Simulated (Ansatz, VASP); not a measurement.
**Sr, level by level in two programs**

```
Sr
1.0
     0.00000    3.00123    3.00123
     3.00123    0.00000    3.00123
     3.00123    3.00123    0.00000
Sr
1
Direct
  0.00000 0.00000 0.00000
```

Single points on this cell with VASP 6.6.1 and Ansatz 0.2.0. Each row is one pair of runs. Alike in all rows: spin: off; smearing: fermi-dirac, width 0.05 eV; VASP's potentials, cutoff: VASP PAW PBE potentials, release 64 (Sr_sv), 520 eV.

| level | k mesh | Ansatz's potentials, cutoff | gap on the k mesh at the Fermi level (eV), VASP | gap on the k mesh at the Fermi level (eV), Ansatz | pressure (GPa), VASP | pressure (GPa), Ansatz |
| --- | --- | --- | --- | --- | --- | --- |
| HSE06 | 4 × 4 × 4 | Ansatz PAW, 420 eV | none | none | 1.0 | 1.0 |
| r2SCAN | 8 × 8 × 8 | Ansatz PAW, 500 eV | none | none | 0.6 | 0.6 |
| r2SCAN | 6 × 6 × 6 | Ansatz PAW, 500 eV | none | none | 0.6 | 0.6 |

Pressure (GPa): the two programs differ by at most 0.03.

A gap of «none» marks a metal or a gap that the smearing closes.

The k mesh is coarse in some rows, so the values compare programs but aren't converged.
